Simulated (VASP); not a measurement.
# GaN in VASP: settings compared, part 2 of 2

VASP 6.6.1. The steps go on from the part before.

## Step 4: Single point, PBE (uniaxial x strain +2.6%)

INCAR

```
SYSTEM = GaN
ALGO     = Normal         ! electronic algorithm
EDIFF    = 1E-6           ! SCF threshold, eV
ENCUT    = 520            ! plane-wave cutoff, eV
GGA      = PE             ! functional
ISIF     = 2              ! what is computed and relaxed
ISMEAR   = -1             ! smearing method
LASPH    = .TRUE.         ! aspherical terms in the spheres
LCHARG   = .FALSE.        ! write CHGCAR
LREAL    = .FALSE.        ! projectors in reciprocal space
LWAVE    = .FALSE.        ! write WAVECAR
NBANDS   = 16             ! bands
NELM     = 80             ! most SCF steps
PREC     = Accurate       ! precision mode
SIGMA    = 0.02           ! smearing width, eV
```

KPOINTS

```
k-points
0
G
  10 10 10
  0 0 0
```

POSCAR

```
GaN
1.0
    0.0000000000      2.2489525415      2.2489525415
    2.3085497839      0.0000000000      2.2489525415
    2.3085497839      2.2489525415      0.0000000000
Ga N
1 1
Direct
    0.0000000000      0.0000000000      0.0000000000
    0.2500000000      0.2500000000      0.2500000000
```

Potentials or basis: VASP PAW PBE potentials, release 64 (Ga_d, N).

Run with:

```sh
$ cat potpaw_PBE.64/Ga_d/POTCAR potpaw_PBE.64/N/POTCAR > POTCAR
$ mpirun -np 1 vasp_std > vasp.out
```

OUTCAR:

```text
SYSTEM = GaN
   EDIFF = 1E-6
   ENCUT = 520
   GGA = PE
   ISIF = 2
   ISMEAR = -1
   LASPH = .TRUE.
   LREAL = .FALSE.
   NELM = 80
   PREC = Accurate

 ion  position               nearest neighbor table
   1  0.000  0.000  0.000-   2 1.97   2 1.97   2 1.97   2 1.97
   2  0.250  0.250  0.250-   1 1.97   1 1.97   1 1.97   1 1.97

  LATTYP: Found a body centered tetragonal cell.
 ALAT       =     3.1804991853
 C/A-ratio  =     1.4516902218

  Lattice vectors:

 A1 = (   2.3085497839,   0.0000000000,   2.2489525415)
 A2 = (   2.3085497839,   0.0000000000,  -2.2489525415)
[... 641 lines left out ...]

  FORCE on cell =-STRESS in cart. coord.  units (eV):
  Direction    XX          YY          ZZ          XY          YZ          ZX
  --------------------------------------------------------------------------------------
  -------------------------------------------------------------------------------------
  Total       -0.1329966      0.3609081      0.3609081      0.0000000      0.0000000      0.0000000
  in kB       -9.1247540     24.7615270     24.7615270      0.0000000      0.0000000      0.0000000
  external PRESSURE =      13.4661000 kB  Pullay stress =       0.0000000 kB

 VOLUME and BASIS-vectors are now :
 -----------------------------------------------------------------------------
  energy-cutoff  :      520.00
  volume of cell :       23.35
      direct lattice vectors                 reciprocal lattice vectors
     0.000000000  2.248952542  2.248952542    -0.216586189  0.222325723  0.222325723
     2.308549784  0.000000000  2.248952542     0.216586189 -0.222325723  0.222325723
     2.308549784  2.248952542  0.000000000     0.216586189  0.222325723 -0.222325723

 POSITION                                       TOTAL-FORCE (eV/Angst)
 -----------------------------------------------------------------------------------
      0.00000      0.00000      0.00000        -0.000000     -0.000000      0.000000
      1.15427      1.12448      1.12448         0.000000      0.000000     -0.000000
 -----------------------------------------------------------------------------------
    total drift:                                0.000003      0.000001      0.000001

  FREE ENERGIE OF THE ION-ELECTRON SYSTEM (eV)
  ---------------------------------------------------
  free  energy   TOTEN  =       -12.1484583035 eV

  energy  without entropy=      -12.1484583035  energy(sigma->0) =      -12.14845830
```

stdout:

```text
POSCAR found type information on POSCAR GaN
 POSCAR found :  2 types and       2 ions
 scaLAPACK will be used
 LDA part: xc-table for (Slater+PW92), standard interpolation
 POSCAR, INCAR and KPOINTS ok, starting setup
 FFT: planning ... GRIDC
 FFT: planning ... GRID_SOFT
 FFT: planning ... GRID
 WAVECAR not read
 entering main loop
```

Run time: 15 s. Hardware: 1 thread of Intel Xeon Platinum 8488C (Sapphire Rapids), shared host; peak memory 0.16 GiB.

What came out:

```yaml
Free_energy: -12.1485 eV
Pressure: 1.3 GPa
Band_gap_on_the_k_mesh: 1.55 eV
```

Levels at points of the mesh, in eV from the valence-band top:
| k point | band 5 | band 6 | band 7 | band 8 | band 9 | band 10 | band 11 | band 12 | band 13 | band 14 |
| --- | --- | --- | --- | --- | --- | --- | --- | --- | --- | --- |
| (0.00, 0.00, 0.00) | -13.17 | -13.17 | -0.13 | 0.00 | 0.00 | 1.55 | 10.11 | 10.11 | 10.19 | 17.29 |
| (0.50, 0.00, 0.00) | -13.12 | -11.92 | -6.95 | -1.08 | -0.89 | 4.44 | 8.58 | 10.05 | 10.41 | 15.41 |
| (0.50, 0.50, 0.00) | -13.09 | -11.45 | -5.99 | -2.74 | -2.73 | 3.25 | 6.37 | 11.64 | 13.36 | 13.96 |
| (0.00, 0.50, 0.50) | -13.11 | -11.59 | -6.27 | -2.54 | -2.54 | 3.42 | 6.77 | 11.30 | 13.80 | 13.80 |

Caveat: the cell differs from its parent crystal (uniaxial x strain +2.6%).

## Step 5: Single point, PBE (uniaxial z strain +4.8%)

INCAR

```
SYSTEM = GaN
PREC     = Accurate       ! precision mode
ENCUT    = 520            ! plane-wave cutoff, eV
EDIFF    = 1E-7           ! SCF threshold, eV
ISMEAR   = -1             ! smearing method
SIGMA    = 0.02           ! smearing width, eV
LREAL    = .FALSE.        ! projectors in reciprocal space
LASPH    = .TRUE.         ! aspherical terms in the spheres
NELM     = 100            ! most SCF steps
ALGO     = Normal         ! electronic algorithm
ISIF     = 2              ! what is computed and relaxed
LWAVE    = .FALSE.        ! write WAVECAR
LCHARG   = .FALSE.        ! write CHGCAR
GGA      = PE             ! functional
NBANDS   = 16             ! bands
```

KPOINTS

```
Automatic mesh
0
G
  10 10 10
  0 0 0
```

POSCAR

```
GaN
1.0
    0.0000000000      2.2489525415      2.3573520540
    2.2489525415      0.0000000000      2.3573520540
    2.2489525415      2.2489525415      0.0000000000
Ga N
1 1
Direct
    0.0000000000      0.0000000000      0.0000000000
    0.2500000000      0.2500000000      0.2500000000
```

Run with:

```sh
$ cat potpaw_PBE.64/Ga_d/POTCAR potpaw_PBE.64/N/POTCAR > POTCAR
$ mpirun -np 1 vasp_std > vasp.out
```

Wall time 18 s (1 thread of Intel Xeon Platinum 8488C (Sapphire Rapids), shared host); peak memory 0.16 GiB.

Results (log left out):

```
Free energy            : -12.1371 eV
Pressure               : -2.3 GPa
Band gap on the k mesh : 1.37 eV
```

Stress tensor (GPa, compression positive):
```
-0.13  0.00  0.00
 0.00 -0.13  0.00
 0.00  0.00 -6.57
```

Levels at points of the mesh, in eV from the valence-band top:
```tsv
k point	band 5	band 6	band 7	band 8	band 9	band 10	band 11	band 12	band 13	band 14
(0.00, 0.00, 0.00)	-13.22	-13.22	-0.23	0.00	0.00	1.37	9.94	9.94	10.07	16.98
(0.50, 0.00, 0.00)	-13.16	-11.96	-6.84	-1.17	-0.82	4.23	8.44	9.82	10.41	15.17
(0.50, 0.50, 0.00)	-13.16	-11.69	-6.36	-2.40	-2.40	3.47	6.80	10.96	13.60	13.60
(0.50, 0.00, 0.50)	-13.14	-11.46	-5.86	-2.74	-2.74	3.18	6.10	11.53	12.84	13.89
```

Caveat: the cell differs from its parent crystal (uniaxial z strain +4.8%).

## Step 6: Single point, r2SCAN (uniaxial x strain +2.6%)

POSCAR

```
GaN
1.0
    0.0000000000      2.2489525415      2.2489525415
    2.3085497839      0.0000000000      2.2489525415
    2.3085497839      2.2489525415      0.0000000000
Ga N
1 1
Direct
    0.0000000000      0.0000000000      0.0000000000
    0.2500000000      0.2500000000      0.2500000000
```

INCAR.step1

```
SYSTEM = GaN
PREC = Accurate ; ENCUT = 520
ISMEAR = 0 ; SIGMA = 0.01
LREAL = .FALSE. ; LASPH = .TRUE.
NELM = 80 ; NBANDS = 16
GGA = PE ; ALGO = Normal
EDIFF = 1E-4 ; LWAVE = .TRUE.
LCHARG = .FALSE.
```

INCAR.step2

```
SYSTEM = GaN
PREC = Accurate ; ENCUT = 520
EDIFF = 1E-6 ; ISMEAR = 0
SIGMA = 0.01 ; LREAL = .FALSE.
LASPH = .TRUE. ; NELM = 80
ALGO = Normal ; ISIF = 2
LWAVE = .FALSE. ; LCHARG = .FALSE.
METAGGA = R2SCAN ; LMIXTAU = .TRUE.
NBANDS = 16 ; ISTART = 1
```

KPOINTS

```
regular mesh
0
G
  10 10 10
  0 0 0
```

Potentials or basis: VASP PAW PBE potentials, release 64 (Ga_d, N).

Run with:

```sh
$ cat potpaw_PBE.64/Ga_d/POTCAR potpaw_PBE.64/N/POTCAR > POTCAR
$ cp INCAR.step1 INCAR
$ mpirun -np 1 vasp_std > vasp.out
$ cp INCAR.step2 INCAR
$ mpirun -np 1 vasp_std > vasp.out
```

It took 58 s on 1 thread of Intel Xeon Platinum 8488C (Sapphire Rapids), shared host; peak memory 0.17 GiB.

The run converged. Its results:

```
Free energy            : -21.8870 eV
Pressure               : -3.9 GPa
Band gap on the k mesh : 1.94 eV
```

Stress tensor (GPa, compression positive):
```
-6.26  0.00  0.00
 0.00 -2.71  0.00
 0.00  0.00 -2.71
```

Levels at points of the mesh, in eV from the valence-band top:
| k point | band 5 | band 6 | band 7 | band 8 | band 9 | band 10 | band 11 | band 12 | band 13 | band 14 |
| --- | --- | --- | --- | --- | --- | --- | --- | --- | --- | --- |
| (0.00, 0.00, 0.00) | -13.53 | -13.53 | -0.13 | 0.00 | 0.00 | 1.94 | 10.81 | 10.81 | 10.89 | 18.23 |
| (0.50, 0.00, 0.00) | -13.48 | -12.41 | -7.06 | -1.11 | -0.91 | 4.96 | 9.29 | 10.68 | 11.05 | 16.26 |
| (0.50, 0.50, 0.00) | -13.45 | -11.98 | -6.08 | -2.82 | -2.81 | 3.66 | 6.93 | 12.50 | 14.31 | 14.94 |
| (0.00, 0.50, 0.50) | -13.47 | -12.11 | -6.36 | -2.62 | -2.62 | 3.83 | 7.36 | 12.14 | 14.77 | 14.77 |

Caveat: the cell differs from its parent crystal (uniaxial x strain +2.6%); the cell stands under tension; the PAW data sets were made with another functional, which shifts forces and pressure a little.

## Step 7: The runs side by side

```tsv
level	cell	smearing	gap on the mesh (eV)	pressure (GPa)
PBE	a = 3.051 Å, angles 60.0°, 2 atoms	fermi-dirac 0.02 eV	2.57	38.3
r2SCAN	a = 3.051 Å, angles 60.0°, 2 atoms	gaussian 0.01 eV	2.99	33.8
PBE	a = 3.180, b = 3.223, c = 3.223 Å, angles 59.1, 60.4, 60.4°, 2 atoms	fermi-dirac 0.02 eV	1.55	1.3
PBE	a = 3.258, b = 3.258, c = 3.180 Å, angles 60.8, 60.8, 58.4°, 2 atoms	fermi-dirac 0.02 eV	1.37	-2.3
r2SCAN	a = 3.180, b = 3.223, c = 3.223 Å, angles 59.1, 60.4, 60.4°, 2 atoms	gaussian 0.01 eV	1.94	-3.9
```

Alike in all rows: task single point; potentials or basis VASP PAW PBE potentials, release 64 (Ga_d, N); no spin polarisation; k mesh 10 × 10 × 10; cutoff (eV) 520.

Caveats: the cell stands under pressure (at least some runs); the PAW data sets were made with another functional, which shifts forces and pressure a little (at least some runs); the cell stands under tension (at least some runs).

Absolute energies hang on the potentials; compare differences alone.
